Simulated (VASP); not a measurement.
# Hg (P6_3/mmc) in VASP: single point with PBE+D3(BJ)

Aim: the single point of Hg with PBE+D3(BJ).

Program: VASP 6.6.1. These are calculated values, not measurements. Logs are shortened: lines on timing, memory, paths and dates and some standing lists are left out, and cuts for length are marked.

## Step 1: The cell of the first run

Symmetry: P6_3/mmc, No. 194, hexagonal system. The conventional cell has a = 3.595 Å, b = 3.595 Å, c = 9.125 Å, α = 90.00°, β = 90.00°, γ = 120.00°. Hg (site symmetry -3m) has 12 Hg at 3.08 to 3.60 Å within 4.1 Å. Hg (site symmetry -6m2) has 12 Hg at 3.08 to 3.60 Å within 4.1 Å.

## Step 2: Single point, PBE+D3(BJ)

INCAR reads:

```
PREC = Accurate
ENCUT = 520
EDIFF = 1E-6
ISMEAR = 0
SIGMA = 0.15
LREAL = F
LASPH = T
NELM = 80
ALGO = Fast
ISIF = 2
LWAVE = F
LCHARG = F
GGA = PE
IVDW = 12
NBANDS = 32
```

KPOINTS reads:

```
regular mesh
0
Gamma
  18 18 6
```

POSCAR reads:

```
Hg
1.0
    3.5952124211      0.0000000000      0.0000000000
   -1.7976062106      3.1135452887      0.0000000000
    0.0000000000      0.0000000000      9.1246942988
Hg
4
Direct
    0.0000000000      0.0000000000      0.0000000000
    0.3333333333      0.6666666667      0.2500000000
    0.0000000000      0.0000000000      0.5000000000
    0.6666666667      0.3333333333      0.7500000000
```

Potentials or basis: VASP PAW PBE potentials, release 64 (Hg).

Started as:

```console
$ cat potpaw_PBE.64/Hg/POTCAR > POTCAR
$ mpirun -np 1 vasp_std > vasp.out
```

OUTCAR:

```text
PREC = Accurate
   ENCUT = 520
   EDIFF = 1E-6
   ISMEAR = 0
   LREAL = F
   LASPH = T
   NELM = 80
   ISIF = 2
   GGA = PE
   IVDW = 12
 IVDW          = 12

 ion  position               nearest neighbor table
   1  0.000  0.000  0.000-   2 3.08   4 3.08   4 3.08   2 3.08   4 3.08   2 3.08
   2  0.333  0.667  0.250-   1 3.08   3 3.08   1 3.08   3 3.08   1 3.08   3 3.08
   3  0.000  0.000  0.500-   2 3.08   4 3.08   4 3.08   2 3.08   4 3.08   2 3.08
   4  0.667  0.333  0.750-   1 3.08   3 3.08   1 3.08   3 3.08   1 3.08   3 3.08

  LATTYP: Found a hexagonal cell.
 ALAT       =     3.5952124211
 C/A-ratio  =     2.5380125651

  Lattice vectors:

 A1 = (   3.5952124211,   0.0000000000,   0.0000000000)
 A2 = (  -1.7976062106,   3.1135452887,   0.0000000000)
 A3 = (   0.0000000000,   0.0000000000,   9.1246942988)

Analysis of symmetry for initial positions (statically):
=====================================================================
 Subroutine PRICEL returns:
 Original cell was already a primitive cell.

 Routine SETGRP: Setting up the symmetry group for a
 hexagonal supercell.

 Subroutine GETGRP returns: Found 24 space group operations
 (whereof 12 operations were pure point group operations)
 out of a pool of 24 trial point group operations.

The static configuration has the point symmetry D_3d.
 The point group associated with its full space group is D_6h.

Analysis of symmetry for dynamics (positions and initial velocities):
=====================================================================
 Subroutine PRICEL returns:
 Original cell was already a primitive cell.

 Routine SETGRP: Setting up the symmetry group for a
 hexagonal supercell.

 Subroutine GETGRP returns: Found 24 space group operations
 (whereof 12 operations were pure point group operations)
 out of a pool of 24 trial point group operations.

The dynamic configuration has the point symmetry D_3d.
 The point group associated with its full space group is D_6h.

 Subroutine INISYM returns: Found 24 space group operations
 (whereof 12 operations are pure point group operations),
 and found     1 'primitive' translations

----------------------------------------------------------------------------------------

                                     Primitive cell

  volume of cell :     102.1405

  direct lattice vectors                    reciprocal lattice vectors
     3.595212421  0.000000000  0.000000000     0.278147682  0.160588639  0.000000000
    -1.797606211  3.113545289  0.000000000     0.000000000  0.321177278  0.000000000
     0.000000000  0.000000000  9.124694299     0.000000000  0.000000000  0.109592713

  length of vectors
     3.595212421  3.595212421  9.124694299     0.321177278  0.321177278  0.109592713

  position of ions in fractional coordinates (direct lattice)
     0.000000000  0.000000000  0.000000000
     0.333333333  0.666666667  0.250000000
     0.000000000  0.000000000  0.500000000
     0.666666667  0.333333333  0.750000000

  ion indices of the primitive-cell ions
   primitive index   ion index
                 1           1
                 2           2
                 3           3
                 4           4

----------------------------------------------------------------------------------------

 KPOINTS: regular mesh

Automatic generation of k-mesh.
 Grid dimensions read from file:
 generate k-points for:   18   18    6

 Generating k-lattice:

  Cartesian coordinates                     Fractional coordinates (reciprocal lattice)
     0.015452649  0.008921591  0.000000000     0.055555556 -0.000000000  0.000000000
     0.000000000  0.017843182  0.000000000     0.000000000  0.055555556  0.000000000
     0.000000000  0.000000000  0.018265452     0.000000000  0.000000000  0.166666667

  Length of vectors
     0.017843182  0.017843182  0.018265452

  Shift w.r.t. Gamma in fractional coordinates (k-lattice)
     0.000000000  0.000000000  0.000000000

 Subroutine IBZKPT returns following result:
 ===========================================

 Found    148 irreducible k-points:

 Following reciprocal coordinates:
            Coordinates               Weight
  0.000000  0.000000  0.000000      1.000000
  0.055556  0.000000  0.000000      6.000000
  0.111111  0.000000  0.000000      6.000000
  0.166667  0.000000  0.000000      6.000000
  0.222222  0.000000  0.000000      6.000000
  0.277778  0.000000  0.000000      6.000000
[... 16 lines left out ...]
  0.333333  0.111111  0.000000     12.000000
  0.388889  0.111111  0.000000     12.000000
 [... further k-points ...]
   k-points           NKPTS =    148   k-points in BZ     NKDIM =    148   number of bands    NBANDS=     32
   number of dos      NEDOS =    301   number of ions     NIONS =      4
   total plane-waves  NPLWV =  54880
   dimension x,y,z NGX =    28 NGY =   28 NGZ =   70
   dimension x,y,z NGXF=    56 NGYF=   56 NGZF=  140
   ions per type =               4
   NGX,Y,Z   is equivalent  to a cutoff of  12.95, 12.95, 12.75 a.u.
   NGXF,Y,Z  is equivalent  to a cutoff of  25.89, 25.89, 25.51 a.u.
 SYSTEM =  unknown system
   PREC   = accura    normal or accurate (medium, high low for compatibility)
   ISTART =      0    job   : 0-new  1-cont  2-samecut
   ICHARG =      2    charge: 1-file 2-atom 10-const
   ISPIN  =      1    spin polarized calculation?
   LNONCOLLINEAR =      F non collinear calculations
   LSORBIT =      F    spin-orbit coupling
   LASPH  =      T    aspherical Exc in radial PAW
   ENCUT  =  520.0 eV  38.22 Ry    6.18 a.u.   6.68  6.68 16.97*2*pi/ulx,y,z
   NELM   =     80;   NELMIN=  2; NELMDL= -5     # of ELM steps
   EDIFF  = 0.1E-05   stopping-criterion for ELM
   LREAL  =      F    real-space projection
   EDIFFG = 0.1E-04   stopping-criterion for IOM
   NSW    =      0    number of steps for IOM
   IBRION =     -1    ionic relax: 0-MD 1-quasi-New 2-CG
   NFREE  =      0    steps in history (QN), initial steepest desc. (CG)
   ISIF   =      2    stress and relaxation
   ISYM   =      2    0-nonsym 1-usesym 2-fastsym
   POTIM  = 0.5000    time-step for ionic-motion
   TEBEG  =    0.0;   TEEND  =   0.0 temperature during run
   PSTRESS=    0.0 pullay stress
   NELECT =      48.0000    total number of electrons
   NUPDOWN=      -1.0000    fix difference up-down
   EMIN   =  10.00;   EMAX   =-10.00  energy-range for DOS
   EFERMI =   0.00;   METHOD = LEGACY
   ISMEAR =     0;   SIGMA  =   0.15  broadening in eV -4-tet -1-fermi 0-gaus
   EFERMI_NEDOS =   21; number of points for ismear=-14 and -15
   IALGO  =     68    algorithm
   IMIX   =      4    mixing-type and parameters
     AMIX     =   0.40;   BMIX     =  1.00
     AMIX_MAG =   1.60;   BMIX_MAG =  1.00
  volume/ion in A,a.u.               =      25.54       172.32
  Fermi-wavevector in a.u.,A,eV,Ry     =   1.272787  2.405220 22.041274  1.619988
  Thomas-Fermi vector in A             =   2.405647
   LORBIT       =      0    0 simple, 1 ext, 2 COOP (PROOUT), +10 PAW based schemes
   GGA     = PE    functional components
   LHFCALC =     F    Hartree Fock is set to
   AEXX    =    0.0000 exact exchange contribution
   IVDW    =    12    specifies the selected vdW correction
   LEPSILON=     F    determine dielectric tensor
   LRPA    =     F    only Hartree local field effects (RPA)
 non-spin polarized calculation
 RMM-DIIS sequential band-by-band and
 Gauss-broadening in eV      SIGMA  =   0.15
  energy-cutoff  :      520.00
  volume of cell :      102.14
 maximum number of plane-waves:      2789
 NGX is ok and might be reduce to    28
   NGX = 13   NGY = 13   NGZ = 33

 number of electron      47.9999993 magnetization

 Free energy of the ion-electron system (eV)
  ---------------------------------------------------
  ext. energy  EPLUGINS =         0.00000000
  ---------------------------------------------------
  free energy    TOTEN  =        -0.55915589 eV

  energy without entropy =       -0.54798778  energy(sigma->0) =       -0.55357183

 E-fermi :   2.2812     XC(G=0): -10.3988

 val. band max:        2.2703074264   @ k =   0.2222   0.0000   0.1667
 cond. band min:       2.2919280692   @ k =   0.3889   0.1111   0.3333
 fundamental gap:      0.0216206428
 Fermi energy:         2.2811669152

 k-point     1 :       0.0000    0.0000    0.0000
  band No.  band energies     occupation
      1      -6.3698      2.00000
      2      -5.4420      2.00000
      3      -5.1360      2.00000
      4      -5.1360      2.00000
      5      -4.9720      2.00000
      6      -4.9720      2.00000
[... 24 lines left out ...]
     31      12.4753      0.00000
     32      12.5891      0.00000

 k-point     2 :       0.0556    0.0000    0.0000
  band No.  band energies     occupation
      1      -6.3184      2.00000
      2      -5.4249      2.00000
      3      -5.1356      2.00000
      4      -5.1304      2.00000
      5      -4.9939      2.00000
      6      -4.9582      2.00000
[... 24 lines left out ...]
     31      12.3517      0.00000
     32      12.9419      0.00000

 k-point     3 :       0.1111    0.0000    0.0000
  band No.  band energies     occupation
      1      -6.1685      2.00000
      2      -5.3788      2.00000
      3      -5.1340      2.00000
      4      -5.1169      2.00000
      5      -5.0327      2.00000
      6      -4.9182      2.00000
[... 24 lines left out ...]
     31      12.0269      0.00000
     32      12.3132      0.00000

 k-point     4 :       0.1667    0.0000    0.0000
  band No.  band energies     occupation
      1      -5.9382      2.00000
      2      -5.3209      2.00000
      3      -5.1296      2.00000
      4      -5.1045      2.00000
      5      -5.0799      2.00000
      6      -4.8806      2.00000
[... 24 lines left out ...]
     31      11.5895      0.00000
     32      11.6969      0.00000

 k-point     5 :       0.2222    0.0000    0.0000
  band No.  band energies     occupation
      1      -5.6840      2.00000
      2      -5.2824      2.00000
      3      -5.1208      2.00000
      4      -5.1094      2.00000
      5      -5.1042      2.00000
      6      -5.0541      2.00000
[... 584 lines left out ...]
     31       9.1368      0.00000
     32      11.6247      0.00000

 k-point    22 :       0.2778    0.1111    0.0000
  band No.  band energies     occupation
      1      -5.4513      2.00000
      2      -5.3377      2.00000
      3      -5.3053      2.00000
      4      -5.1340      2.00000
      5      -5.0240      2.00000
      6      -4.9587      2.00000
[... 24 lines left out ...]
     31       8.6959      0.00000
     32      10.5087      0.00000

 k-point    23 :       0.3333    0.1111    0.0000
  band No.  band energies     occupation
      1      -5.4949      2.00000
      2      -5.4154      2.00000
      3      -5.3471      2.00000
      4      -5.1867      2.00000
      5      -4.9685      2.00000
      6      -4.8706      2.00000
[... 24 lines left out ...]
     31       8.3667      0.00000
     32       9.4919      0.00000

 k-point    24 :       0.3889    0.1111    0.0000
  band No.  band energies     occupation
      1      -5.5278      2.00000
      2      -5.4663      2.00000
      3      -5.3756      2.00000
      4      -5.2184      2.00000
      5      -4.9030      2.00000
      6      -4.8277      2.00000
[... 24 lines left out ...]
     31       8.1208      0.00000
     32       8.7100      0.00000

 [... further k-points ...]

------------------------ aborting loop because EDIFF is reached ----------------------------------------

 Edisp (eV)   -1.64549

 E8    (eV) :    -0.7479

  FORCE on cell =-STRESS in cart. coord.  units (eV):
  Direction    XX          YY          ZZ          XY          YZ          ZX
  --------------------------------------------------------------------------------------
  -------------------------------------------------------------------------------------
  Total       0.03133     0.03133     0.41185    -0.00000     0.00000     0.00000
  in kB       0.49145     0.49145     6.46034    -0.00000     0.00000     0.00000
  external pressure =        2.48 kB  Pullay stress =        0.00 kB

 VOLUME and BASIS-vectors are now :
 -----------------------------------------------------------------------------
  energy-cutoff  :      520.00
  volume of cell :      102.14
      direct lattice vectors                 reciprocal lattice vectors
     3.595212421  0.000000000  0.000000000     0.278147682  0.160588639  0.000000000
    -1.797606211  3.113545289  0.000000000     0.000000000  0.321177278  0.000000000
     0.000000000  0.000000000  9.124694299     0.000000000  0.000000000  0.109592713

 POSITION                                       TOTAL-FORCE (eV/Angst)
 -----------------------------------------------------------------------------------
      0.00000      0.00000      0.00000         0.000000      0.000000     -0.000000
     -0.00000      2.07570      2.28117        -0.000000      0.000000      0.000000
      0.00000      0.00000      4.56235         0.000000      0.000000     -0.000000
      1.79761      1.03785      6.84352        -0.000000     -0.000000     -0.000000
 -----------------------------------------------------------------------------------
    total drift:                                0.000000     -0.000000      0.000000

  FREE ENERGIE OF THE ION-ELECTRON SYSTEM (eV)
  ---------------------------------------------------
  free  energy   TOTEN  =        -2.2046455784 eV

  energy  without entropy=       -2.1934774747  energy(sigma->0) =       -2.19906153
```

It took 8.1 min on 1 thread of Oxide Virtual Turin-like, shared host; peak memory 0.44 GiB.

What came out:

| Item | Value |
| --- | --- |
| Free energy | -2.2046 eV |
| Pressure | 0.2 GPa |
| Band gap on the k mesh | zero (band 24 reaches 3.27 eV, above the bottom of band 25 at 1.43 eV) |
| Dispersion energy per atom | -0.411 eV |

Levels at points of the mesh, in eV from the Fermi level:
| k point | band 21 | band 22 | band 23 | band 24 | band 25 | band 26 | band 27 | band 28 |
| --- | --- | --- | --- | --- | --- | --- | --- | --- |
| (0.00, 0.00, 0.00) | -6.02 | -5.71 | -5.71 | 0.11 | 0.98 | 8.60 | 8.60 | 10.18 |
| (0.50, 0.00, 0.00) | -3.59 | -3.46 | -1.64 | -1.21 | -0.83 | -0.73 | 4.34 | 4.40 |
| (0.00, 0.00, 0.50) | -5.91 | -5.91 | -3.36 | -3.36 | 5.35 | 5.35 | 9.07 | 9.07 |
| (0.50, 0.00, 0.50) | -3.18 | -3.18 | -2.65 | -2.65 | 1.29 | 1.29 | 2.06 | 2.06 |

Caveat: spin-orbit coupling is left out, which moves the levels of the heavy elements; pairwise dispersion overbinds metals, which lowers pressure and volume.
